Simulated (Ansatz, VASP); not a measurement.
## Na3SF in VASP and in Ansatz

```
Na S F
1.0
     6.29609    0.00000    0.00000
     0.00000    6.29609    0.00000
     0.00000    0.00000    4.52329
Na S F
6 2 2
Cartesian
  5.0785 1.9304 0.0000
  4.3657 5.0785 0.0000
  3.1480 3.1480 2.2616
  1.2176 4.3657 0.0000
  1.9304 1.2176 0.0000
  0.0000 0.0000 2.2616
  0.0000 3.1480 2.2616
  3.1480 0.0000 2.2616
  3.1480 3.1480 0.0000
  0.0000 0.0000 0.0000
```

Alike in both runs: functional PBE; k mesh 4 × 4 × 6; no spin polarisation.

Ansatz relaxed the structure, and its values are those at the end. VASP's run is a single point on that final structure, the one shown.

|  | VASP | Ansatz |
| --- | --- | --- |
| version | VASP 6.6.1 | Ansatz 0.2.0 |
| potentials or method | VASP PAW PBE potentials, release 64 (Na_pv, S, F), cutoff 520 eV | scalar-relativistic, plane waves, PAW |
| occupations | gaussian, width 0.01 eV | fixed |
| valence electrons in the cell | 68 | 80 |

```tsv
	VASP	Ansatz	Ansatz less VASP
gap on the k mesh at the Fermi level (eV)	2.30	2.31	+0.002
least direct gap on the mesh (eV)	2.45	2.45	+0.003
pressure (GPa)	0.0	0.0	+0.01
```

VASP's potentials hold 68 valence electrons a cell and Ansatz's 80, so a difference there can come from the potentials and not from the codes.
